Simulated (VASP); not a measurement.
TaN:

```
Ta N
1.0
     0.00000    2.17900    2.17900
     2.17900    0.00000    2.17900
     2.17900    2.17900    0.00000
Ta N
1 1
Direct
  0.50000 0.50000 0.50000
  0.00000 0.00000 0.00000
```

```yaml
Program: VASP 6.6.1
Task: relaxation of cell and atoms
Functional: r2SCAN
Dispersion: rVV10
Potentials_or_basis: VASP PAW PBE potentials, release 64 (Ta_pv, N)
Cutoff: 600 eV
k_mesh: 11 × 11 × 11
Occupations: fermi-dirac, width 0.05 eV
Spin: no spin polarisation
```

At the start: pressure 10.5 GPa; volume 10.35 Å³/atom.

Problem. Where does the relaxation end?

Solution. Over 3 steps the energy falls by 9.2 meV/atom and the volume is 10.64 Å³/atom (+2.9 %); space group Fm-3m (No. 225, to 0.05 Å).

The path:
| step | energy change (eV) | largest force (eV/Å) | pressure (GPa) | volume (Å³) |
| --- | --- | --- | --- | --- |
| 1 | 0.0000 | 0.0000 | 10.46 | 20.69 |
| 2 | 0.0866 | 0.0000 | -20.95 | 22.78 |
| 3 | -0.0184 | 0.0000 | -0.25 | 21.29 |

Final structure:
```yaml
crystal:
  lattice:
    - [0.00000, 2.19971, 2.19971]
    - [2.19971, 0.00000, 2.19971]
    - [2.19971, 2.19971, 0.00000]
  atoms:
    - { symbol: Ta, position: [0.50000, 0.50000, 0.50000] }
    - { symbol: N, position: [0.00000, 0.00000, 0.00000] }
```

Caveat: the PAW data sets were made with another functional, which shifts forces and pressure a little.
